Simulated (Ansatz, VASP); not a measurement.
# One calculation of SiO2, two programs

The input INCAR:

```
PREC     = Accurate       # precision mode
ENCUT    = 520            # plane-wave cutoff, eV
EDIFF    = 1E-8           # SCF threshold, eV
ISMEAR   = -1             # smearing method
SIGMA    = 0.02           # smearing width, eV
LREAL    = False          # projectors in reciprocal space
LASPH    = True           # aspherical terms in the spheres
NELM     = 100            # most SCF steps
ALGO     = Normal         # electronic algorithm
ISIF     = 2              # what is computed and relaxed
LWAVE    = False          # write WAVECAR
LCHARG   = False          # write CHGCAR
GGA      = PE             # functional
LEFG     = True         
NBANDS   = 44             # bands
```

KPOINTS

```
Automatic mesh
0
Gamma
  5 5 5
```

The input POSCAR:

```
SiO2
1.0
   -2.6233364600      4.7767535050      4.4416747250
    2.6233364600     -4.7767535050      4.4416747250
    2.6233364600      4.7767535050     -4.4416747250
Si O
4 8
Direct
    0.9295488000      0.8449448900      0.0846039100
    0.7396590200      0.1550551100      0.5846039100
    0.0704512000      0.1550551100      0.9153960900
    0.2603409800      0.8449448900      0.4153960900
    0.1306888700      0.8806888700      0.2500000000
    0.8693111300      0.1193111300      0.7500000000
    0.7931754100      0.5000000000      0.7931754100
    0.2068245900      0.0000000000      0.7068245900
    0.2068245900      0.5000000000      0.2068245900
    0.7931754100      0.0000000000      0.2931754100
    0.0000000000      0.0000000000      0.0000000000
    0.5000000000      0.0000000000      0.5000000000
```

Input for Ansatz:

```yaml
crystal:
  lattice:
    - [-2.62333646, 4.776753505, 4.441674725]
    - [2.62333646, -4.776753505, 4.441674725]
    - [2.62333646, 4.776753505, -4.441674725]
  atoms:
    - { symbol: Si, position: [0.9295488, 0.84494489, 0.08460391] }
    - { symbol: Si, position: [0.73965902, 0.15505511, 0.58460391] }
    - { symbol: Si, position: [0.0704512, 0.15505511, 0.91539609] }
    - { symbol: Si, position: [0.26034098, 0.84494489, 0.41539609] }
    - { symbol: O, position: [0.13068887, 0.88068887, 0.25] }
    - { symbol: O, position: [0.86931113, 0.11931113, 0.75] }
    - { symbol: O, position: [0.79317541, 0.5, 0.79317541] }
    - { symbol: O, position: [0.20682459, 0.0, 0.70682459] }
    - { symbol: O, position: [0.20682459, 0.5, 0.20682459] }
    - { symbol: O, position: [0.79317541, 0.0, 0.29317541] }
    - { symbol: O, position: [0.0, 0.0, 0.0] }
    - { symbol: O, position: [0.5, 0.0, 0.5] }
kpoints:
  mp_grid: { grid: [5, 5, 5] }
scf:
  occupations: { method: fermi_dirac, width: 0.02 }
hamiltonian:
  xc: pbe
  pseudopotentials: { kind: paw, frozen_core: stored }
output:
  forces: true
  stress: true
  populations: true
  efg: { quadrupole_moments_barn: { O: -0.02558 } }
```

Alike in both runs: task electric field gradients; functional PBE; k mesh 5 × 5 × 5; occupations fermi-dirac, width 0.02 eV; no spin polarisation.

```csv
,VASP,Ansatz
version,VASP 6.6.1,Ansatz 0.2.0
potentials or method,"VASP PAW PBE potentials, release 64 (Si, O)","plane-wave PAW, scalar-relativistic"
plane-wave cutoff (eV),520,420
valence electrons in the cell,64,64
```

Ansatz gave:

- gap on the k mesh at the Fermi level (eV): 5.49
- pressure (GPa): 3.4
- traceless stress, the component that is largest in VASP (GPa): -0.05
- rms of the force components (eV/Å): 0.122
- size of Vzz on the site where it differs most (V/Å²): 107.1

Task: Which values does VASP return?

Result: gap on the k mesh at the Fermi level (eV): 5.49; pressure (GPa): 3.5; traceless stress, the component that is largest in VASP (GPa): -0.08; rms of the force components (eV/Å): 0.114; size of Vzz on the site where it differs most (V/Å²): 98.2.

Atom by atom the forces differ by 0.017 eV/Å (rms over components).
